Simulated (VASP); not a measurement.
Runs of VASP 6.6.1 on TiO2. The structure is that of space group R-3m (No. 166), or close to it. The cells are those of the table. 

| cell | gap on the mesh (eV) | pressure (GPa) | largest force (eV/Å) |
| --- | --- | --- | --- |
| a = 6.854 Å, angles 25.2°, 3 atoms | 3.16 | 1.9 | 0.67 |
| a = 7.532 Å, angles 22.9°, 3 atoms | 3.04 | -6.3 | 1.31 |
| a = 7.192 Å, angles 24.0°, 3 atoms | 3.10 | -2.6 | 0.36 |
| a = 7.362 Å, angles 23.5°, 3 atoms | (b) | -4.6 | 0.84 |
| a = 7.023 Å, angles 24.6°, 3 atoms | 3.13 | (a) | 0.15 |

Alike in all rows: task single point; level r2SCAN; potentials or basis VASP PAW PBE potentials, release 64 (Ti_sv, O); no spin polarisation; k mesh 8 × 8 × 8; cutoff (eV) 520; smearing gaussian 0.05 eV.

Problem. Estimate the missing entries.

Solution. (a) -0.5; (b) 3.07.

Caveats: the PAW data sets were made with another functional, which shifts forces and pressure a little; the cell stands under tension (at least some runs).

A k mesh can miss the band edges.
